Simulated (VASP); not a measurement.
# ZrIn2S2 (Cmmm) in VASP: notebook, part 2 of 3

VASP 6.6.1.

## Step 4: Single point, PBE

File INCAR:

```
PREC = Accurate
ENCUT = 520
EDIFF = 1E-7
ISMEAR = 0
SIGMA = 0.1
LREAL = False
LASPH = True
NELM = 80
ALGO = Normal
ISIF = 2
LWAVE = False
LCHARG = False
GGA = PE
NBANDS = 33
```

File KPOINTS:

```
regular mesh
0
Gamma
  6 6 6
```

File POSCAR:

```
ZrIn2S2
1.0
    1.6389100608    -10.4164869329      0.0000000000
    1.6389100608     10.4164869329      0.0000000000
    0.0000000000      0.0000000000      3.2820679526
Zr In S
1 2 2
Direct
    0.0000000000      0.0000000000      0.0000000000
    0.1740984130      0.8259015870      0.0000000000
    0.8259015870      0.1740984130      0.0000000000
    0.4304090978      0.5695909022      0.5000000000
    0.5695909022      0.4304090978      0.5000000000
```

Potentials or basis: VASP PAW PBE potentials, release 64 (Zr_sv, In_d, S).

Command:

```bash
$ cat potpaw_PBE.64/Zr_sv/POTCAR potpaw_PBE.64/In_d/POTCAR potpaw_PBE.64/S/POTCAR > POTCAR
$ mpirun -np 1 vasp_std > vasp.out
```

OUTCAR:

```text
PREC = Accurate
   ENCUT = 520
   EDIFF = 1E-7
   ISMEAR = 0
   LREAL = False
   LASPH = True
   NELM = 80
   ISIF = 2
   GGA = PE

 ion  position               nearest neighbor table
   1  0.000  0.000  0.000-   5 2.74   5 2.74   4 2.74   4 2.74   5 2.74   5 2.74   4 2.74   4 2.74
                             2 3.63   3 3.63
   2  0.174  0.826  0.000-   5 3.18   5 3.18   5 3.18   5 3.18   3 3.56   3 3.56   1 3.63
   3  0.826  0.174  0.000-   4 3.18   4 3.18   4 3.18   4 3.18   2 3.56   2 3.56   1 3.63
   4  0.430  0.570  0.500-   1 2.74   1 2.74   1 2.74   1 2.74   3 3.18   3 3.18   3 3.18   3 3.18

   5  0.570  0.430  0.500-   1 2.74   1 2.74   1 2.74   1 2.74   2 3.18   2 3.18   2 3.18   2 3.18

  LATTYP: Found a base centered orthorhombic cell.
 ALAT       =     3.2778201216
 B/A-ratio  =     6.3557404290
 C/A-ratio  =     1.0012959317

  Lattice vectors:

 A1 = (   1.6389100608, -10.4164869329,   0.0000000000)
 A2 = (   1.6389100608,  10.4164869329,   0.0000000000)
 A3 = (   0.0000000000,   0.0000000000,   3.2820679526)

Analysis of symmetry for initial positions (statically):
=====================================================================
 Subroutine PRICEL returns:
 Original cell was already a primitive cell.

 Routine SETGRP: Setting up the symmetry group for a
 base centered orthorhombic supercell.

 Subroutine GETGRP returns: Found  8 space group operations
 (whereof  8 operations were pure point group operations)
 out of a pool of  8 trial point group operations.

The static configuration has the point symmetry D_2h.

Analysis of symmetry for dynamics (positions and initial velocities):
=====================================================================
 Subroutine PRICEL returns:
 Original cell was already a primitive cell.

 Routine SETGRP: Setting up the symmetry group for a
 base centered orthorhombic supercell.

 Subroutine GETGRP returns: Found  8 space group operations
 (whereof  8 operations were pure point group operations)
 out of a pool of  8 trial point group operations.

The dynamic configuration has the point symmetry D_2h.

 Subroutine INISYM returns: Found  8 space group operations
 (whereof  8 operations are pure point group operations),
 and found     1 'primitive' translations

----------------------------------------------------------------------------------------

                                     Primitive cell

  volume of cell :     112.0609

  direct lattice vectors                    reciprocal lattice vectors
     1.638910061-10.416486933  0.000000000     0.305080805 -0.048000828  0.000000000
     1.638910061 10.416486933  0.000000000     0.305080805  0.048000828  0.000000000
     0.000000000  0.000000000  3.282067953     0.000000000  0.000000000  0.304685952

  length of vectors
    10.544630207 10.544630207  3.282067953     0.308833898  0.308833898  0.304685952

  position of ions in fractional coordinates (direct lattice)
     0.000000000  0.000000000  0.000000000
     0.174098413  0.825901587  0.000000000
     0.825901587  0.174098413  0.000000000
[... 34 lines left out ...]

 Found     52 irreducible k-points:

 Following reciprocal coordinates:
            Coordinates               Weight
  0.000000  0.000000  0.000000      1.000000
  0.166667  0.000000  0.000000      4.000000
  0.333333 -0.000000  0.000000      4.000000
  0.500000  0.000000  0.000000      2.000000
  0.166667  0.166667  0.000000      2.000000
  0.333333  0.166667  0.000000      4.000000
[... 16 lines left out ...]
  0.333333  0.333333  0.166667      4.000000
  0.500000  0.333333  0.166667      8.000000
 [... further k-points ...]
   k-points           NKPTS =     52   k-points in BZ     NKDIM =     52   number of bands    NBANDS=     33
   number of dos      NEDOS =    301   number of ions     NIONS =      5
   total plane-waves  NPLWV = 153600
   dimension x,y,z NGX =    80 NGY =   80 NGZ =   24
   dimension x,y,z NGXF=   160 NGYF=  160 NGZF=   48
   ions per type =               1   2   2
   NGX,Y,Z   is equivalent  to a cutoff of  12.61, 12.61, 12.16 a.u.
   NGXF,Y,Z  is equivalent  to a cutoff of  25.23, 25.23, 24.31 a.u.
 SYSTEM =  unknown system
   PREC   = accura    normal or accurate (medium, high low for compatibility)
   ISTART =      0    job   : 0-new  1-cont  2-samecut
   ICHARG =      2    charge: 1-file 2-atom 10-const
   ISPIN  =      1    spin polarized calculation?
   LNONCOLLINEAR =      F non collinear calculations
   LSORBIT =      F    spin-orbit coupling
   LASPH  =      T    aspherical Exc in radial PAW
   ENCUT  =  520.0 eV  38.22 Ry    6.18 a.u.  19.61 19.61  6.10*2*pi/ulx,y,z
   NELM   =     80;   NELMIN=  2; NELMDL= -5     # of ELM steps
   EDIFF  = 0.1E-06   stopping-criterion for ELM
   LREAL  =      F    real-space projection
   EDIFFG = 0.1E-05   stopping-criterion for IOM
   NSW    =      0    number of steps for IOM
   IBRION =     -1    ionic relax: 0-MD 1-quasi-New 2-CG
   NFREE  =      0    steps in history (QN), initial steepest desc. (CG)
   ISIF   =      2    stress and relaxation
   ISYM   =      2    0-nonsym 1-usesym 2-fastsym
   POTIM  = 0.5000    time-step for ionic-motion
   TEBEG  =    0.0;   TEEND  =   0.0 temperature during run
   PSTRESS=    0.0 pullay stress
   NELECT =      50.0000    total number of electrons
   NUPDOWN=      -1.0000    fix difference up-down
   EMIN   =  10.00;   EMAX   =-10.00  energy-range for DOS
   EFERMI =   0.00;   METHOD = LEGACY
   ISMEAR =     0;   SIGMA  =   0.10  broadening in eV -4-tet -1-fermi 0-gaus
   EFERMI_NEDOS =   21; number of points for ismear=-14 and -15
   IALGO  =     38    algorithm
   IMIX   =      4    mixing-type and parameters
     AMIX     =   0.40;   BMIX     =  1.00
     AMIX_MAG =   1.60;   BMIX_MAG =  1.00
  volume/ion in A,a.u.               =      22.41       151.24
  Fermi-wavevector in a.u.,A,eV,Ry     =   1.250970  2.363990 21.292105  1.564926
  Thomas-Fermi vector in A             =   2.384939
   LORBIT       =      0    0 simple, 1 ext, 2 COOP (PROOUT), +10 PAW based schemes
   GGA     = PE    functional components
   LHFCALC =     F    Hartree Fock is set to
   AEXX    =    0.0000 exact exchange contribution
   IVDW    =     0    specifies the selected vdW correction
   LEPSILON=     F    determine dielectric tensor
   LRPA    =     F    only Hartree local field effects (RPA)
 non-spin polarized calculation
 Gauss-broadening in eV      SIGMA  =   0.10
  energy-cutoff  :      520.00
  volume of cell :      112.06
 maximum number of plane-waves:      3061
 NGX is ok and might be reduce to    80
   NGX = 39   NGY = 39   NGZ = 13

 number of electron      49.9999988 magnetization

 Free energy of the ion-electron system (eV)
  ---------------------------------------------------
  ext. energy  EPLUGINS =         0.00000000
  ---------------------------------------------------
  free energy    TOTEN  =       -25.68466127 eV

  energy without entropy =      -25.67693820  energy(sigma->0) =      -25.68079974

 E-fermi :   7.6374     XC(G=0): -10.3190

 val. band max:        7.6024090278   @ k =   0.5000   0.0000   0.3333
 cond. band min:       7.6569839670   @ k =   0.3333  -0.0000   0.5000
 fundamental gap:      0.0545749392
 Fermi energy:         7.6373985394

 k-point     1 :       0.0000    0.0000    0.0000
  band No.  band energies     occupation
      1     -41.8018      2.00000
      2     -19.9403      2.00000
      3     -19.6156      2.00000
      4     -19.6147      2.00000
      5      -7.3992      2.00000
      6      -7.3940      2.00000
[... 853 lines left out ...]
     32      12.1240      0.00000
     33      12.5982      0.00000

 [... further k-points ...]

------------------------ aborting loop because EDIFF is reached ----------------------------------------

  FORCE on cell =-STRESS in cart. coord.  units (eV):
  Direction    XX          YY          ZZ          XY          YZ          ZX
  --------------------------------------------------------------------------------------
  -------------------------------------------------------------------------------------
  Total       -0.0238010     -0.0557062     -0.0615018      0.0000000      0.0000000      0.0000000
  in kB       -0.3402923     -0.7964529     -0.8793146      0.0000000      0.0000000      0.0000000
  external PRESSURE =      -0.6720199 kB  Pullay stress =       0.0000000 kB

 VOLUME and BASIS-vectors are now :
 -----------------------------------------------------------------------------
  energy-cutoff  :      520.00
  volume of cell :      112.06
      direct lattice vectors                 reciprocal lattice vectors
     1.638910061-10.416486933  0.000000000     0.305080805 -0.048000828  0.000000000
     1.638910061 10.416486933  0.000000000     0.305080805  0.048000828  0.000000000
     0.000000000  0.000000000  3.282067953     0.000000000  0.000000000  0.304685952

 POSITION                                       TOTAL-FORCE (eV/Angst)
 -----------------------------------------------------------------------------------
      0.00000      0.00000      0.00000         0.000000      0.000000     -0.000000
      1.63891      6.78950      0.00000         0.000000      0.000901      0.000000
      1.63891     -6.78950      0.00000         0.000000     -0.000901     -0.000000
      1.63891      1.44979      1.64103         0.000000      0.000567     -0.000000
      1.63891     -1.44979      1.64103         0.000000     -0.000567     -0.000000
 -----------------------------------------------------------------------------------
    total drift:                               -0.000000     -0.000000     -0.000000

  FREE ENERGIE OF THE ION-ELECTRON SYSTEM (eV)
  ---------------------------------------------------
  free  energy   TOTEN  =       -25.6846612746 eV

  energy  without entropy=      -25.6769381998  energy(sigma->0) =      -25.68079974
```

OSZICAR:

```text
N       E                     dE             d eps       ncg     rms          rms(c)
DAV:   1     0.543508687069E+03    0.54351E+03   -0.23630E+04  3440   0.180E+03
DAV:   2     0.455533857137E+02   -0.49796E+03   -0.47766E+03  3529   0.468E+02
DAV:   3    -0.229233654126E+02   -0.68477E+02   -0.65264E+02  4513   0.176E+02
DAV:   4    -0.273251037138E+02   -0.44017E+01   -0.43723E+01  5207   0.400E+01
DAV:   5    -0.275592132452E+02   -0.23411E+00   -0.23386E+00  5648   0.783E+00    0.164E+01
DAV:   6    -0.257138311112E+02    0.18454E+01   -0.37743E+00  5099   0.154E+01    0.800E+00
DAV:   7    -0.256983195118E+02    0.15512E-01   -0.95356E-01  5508   0.479E+00    0.278E+00
DAV:   8    -0.256871178666E+02    0.11202E-01   -0.12009E-01  4749   0.210E+00    0.690E-01
DAV:   9    -0.256849825956E+02    0.21353E-02   -0.20764E-02  4688   0.735E-01    0.375E-01
DAV:  10    -0.256846729112E+02    0.30968E-03   -0.38906E-03  5216   0.281E-01    0.210E-01
DAV:  11    -0.256846503817E+02    0.22530E-04   -0.46933E-04  4999   0.148E-01    0.675E-02
DAV:  12    -0.256846642756E+02   -0.13894E-04   -0.94328E-05  4361   0.526E-02    0.355E-02
DAV:  13    -0.256846608269E+02    0.34487E-05   -0.64921E-06  5231   0.147E-02    0.172E-02
DAV:  14    -0.256846613572E+02   -0.53028E-06   -0.28661E-06  4238   0.757E-03    0.668E-03
DAV:  15    -0.256846612746E+02    0.82570E-07   -0.48037E-07  4085   0.414E-03
   1 F= -.25684661E+02 E0= -.25680800E+02  d E =-.772307E-02
```

stdout:

```text
POSCAR found type information on POSCAR ZrInS
 POSCAR found :  3 types and       5 ions
 scaLAPACK will be used
 LDA part: xc-table for (Slater+PW92), standard interpolation
 POSCAR, INCAR and KPOINTS ok, starting setup
 FFT: planning ... GRIDC
 FFT: planning ... GRID_SOFT
 FFT: planning ... GRID
 WAVECAR not read
 entering main loop
```

Wall time 6.1 min (1 thread of Intel Xeon Platinum 8259CL at 2.50GHz (Skylake/Cascade Lake), shared host); peak memory 0.47 GiB.

What came out:

```
Free energy            : -25.6847 eV
Pressure               : -0.1 GPa
Band gap on the k mesh : zero (bands 25 and 26 overlap by 1.31 eV)
```

Levels at points of the mesh, in eV from the Fermi level:
```
           k point  band 23  band 24  band 25  band 26  band 27  band 28
(0.00, 0.00, 0.00)    -1.81    -1.79    -0.97     0.59     0.97     2.63
(0.50, 0.00, 0.00)    -2.93    -1.11    -0.87    -0.58     0.22     1.58
(0.50, 0.50, 0.00)    -1.93    -1.81    -1.79     0.96     1.92     2.63
(0.00, 0.00, 0.50)    -2.19    -1.42    -1.27    -0.85     0.56     1.59
(0.50, 0.00, 0.50)    -1.84    -1.25    -0.32     0.09     0.21     0.30
(0.50, 0.50, 0.50)    -2.91    -0.85    -0.71    -0.27     0.12     1.59
```

Caveat: spin-orbit coupling is left out, which moves the levels of the heavy elements.

## Step 5: Relaxation of cell and atoms, PBE

This run uses another cell than the first one, of 24.28 Å³/atom.

File INCAR:

```
SYSTEM = ZrIn2S2
ALGO = Normal
EDIFF = 1E-6
EDIFFG = -0.04
ENCUT = 600
GGA = PE
IBRION = 2
ISIF = 3
ISMEAR = 0
LASPH = .TRUE.
LCHARG = .FALSE.
LREAL = .FALSE.
LWAVE = .FALSE.
NELM = 80
NSW = 90
PREC = Accurate
SIGMA = 0.1
```

File KPOINTS:

```
k-points
0
G
  4 4 4
  0 0 0
```

File POSCAR:

```
ZrIn2S2
1.0
    2.0420755100     -7.5085714800      0.0000000000
    2.0420755100      7.5085714800      0.0000000000
    0.0000000000      0.0000000000      3.9590683500
Zr In S
1 2 2
Direct
    0.0000000000      0.0000000000      0.0000000000
    0.2010860400      0.7989139600      0.0000000000
    0.7989139600      0.2010860400      0.0000000000
    0.3634366800      0.6365633200      0.5000000000
    0.6365633200      0.3634366800      0.5000000000
```

Command:

```bash
$ cat potpaw_PBE.64/Zr_sv/POTCAR potpaw_PBE.64/In_d/POTCAR potpaw_PBE.64/S/POTCAR > POTCAR
$ mpirun -np 1 vasp_std > vasp.out
```

It took 45 min on 1 thread of Intel Xeon Platinum 8259CL at 2.50GHz (Skylake/Cascade Lake), shared host; peak memory 0.45 GiB.

The run converged. Its results:

```yaml
Free_energy: -25.7307 eV
Relaxed_volume: 22.42 Å³/atom
Relaxed_cell: a = 10.583 Å, b = 10.583 Å, c = 3.284 Å, α = 90.00°, β = 90.00°, γ = 162.25°
Space_group_after_relaxing_to_0.1_Å: Cmmm (No. 65)
Energy_gained_by_relaxing: 1135.9 meV/atom
Ionic_steps: 32
Pressure_after_relaxing: -0.1 GPa
Largest_force_after_relaxing: 0.025 eV/Å
Band_gap_on_the_k_mesh: zero (bands 25 and 26 overlap by 0.97 eV)
```

Forces on the atoms (eV/Å):
```
Zr   0.000  0.000  0.000
In   0.000  0.015  0.000
In   0.000 -0.015  0.000
S    0.000  0.025  0.000
S    0.000 -0.025  0.000
```

Stress tensor (GPa, compression positive):
```
-0.16  0.00  0.00
 0.00 -0.01  0.00
 0.00  0.00 -0.12
```

The path:
```tsv
step	energy change (eV)	largest force (eV/Å)	pressure (GPa)	volume (Å³)
1	0.0000	3.4939	0.51	121.41
2	-1.0972	1.7930	-3.07	122.66
3	-1.2923	1.7741	-3.48	123.46
4	-2.4064	2.1530	-1.18	114.03
5	-1.7919	4.1602	36.09	84.85
6	-3.2501	2.5373	4.95	103.07
7	-3.2709	3.0883	11.29	97.18
8	-3.7911	2.6424	10.65	97.66
9	-4.8092	1.4544	12.42	98.30
10	-4.7418	1.1452	15.44	98.24
11	-4.8237	1.2402	13.63	98.30
12	-5.3885	0.7735	4.78	106.73
13	-5.5299	0.5202	0.20	113.11
14	-5.5363	0.4616	-0.76	114.74
15	-5.5363	0.4494	-0.96	115.08
16	-5.5608	0.4178	-0.77	114.79
17	-5.5948	0.3444	-0.14	114.01
18	-5.5962	0.3319	0.07	113.80
19	-5.6118	0.3022	0.13	113.73
20	-5.6382	0.2244	0.50	113.50
21	-5.6396	0.2391	0.64	113.42
22	-5.6504	0.1878	0.17	114.12
23	-5.6575	0.1145	-0.45	115.12
24	-5.6578	0.0971	-0.58	115.36
25	-5.6646	0.1086	-0.26	114.65
26	-5.6658	0.1148	-0.10	114.24
27	-5.6692	0.1120	-0.06	113.87
28	-5.6765	0.1110	0.09	112.76
29	-5.6754	0.0850	0.49	110.51
30	-5.6788	0.1077	0.27	111.77
31	-5.6788	0.0574	-0.45	112.48
32	-5.6797	0.0253	-0.10	112.12
```

Final structure:
```yaml
crystal:
  lattice:
    - [1.63264, -10.45625, 0.00000]
    - [1.63264, 10.45625, 0.00000]
    - [0.00000, 0.00000, 3.28386]
  atoms:
    - { symbol: Zr, position: [0.00000, 0.00000, 0.00000] }
    - { symbol: In, position: [0.17844, 0.82156, 0.00000] }
    - { symbol: In, position: [0.82156, 0.17844, 0.00000] }
    - { symbol: S, position: [0.43036, 0.56964, 0.50000] }
    - { symbol: S, position: [0.56964, 0.43036, 0.50000] }
```

Levels at points of the mesh, in eV from the Fermi level:
```tsv
k point	band 23	band 24	band 25	band 26	band 27	band 28
(0.00, 0.00, 0.00)	-1.56	-1.49	-0.83	0.51	1.21	2.77
(0.50, 0.00, 0.00)	-2.73	-1.05	-0.62	-0.58	0.25	1.68
(0.50, 0.50, 0.00)	-1.81	-1.56	-1.49	1.17	2.01	2.77
(0.00, 0.00, 0.50)	-2.09	-1.56	-1.17	-0.56	0.62	1.73
(0.50, 0.00, 0.50)	-1.76	-1.02	-0.26	0.18	0.33	0.36
(0.50, 0.50, 0.50)	-2.65	-0.80	-0.56	-0.18	0.17	1.74
```

Caveat: the k points lie up to 0.49 Å⁻¹ apart in the final cell, too coarse for converged energies and pressures of a metal; a cell axis changed by over 15 % at a fixed basis, so the end point is rough; spin-orbit coupling is left out, which moves the levels of the heavy elements.

(Part 2 of 3 ends here.)
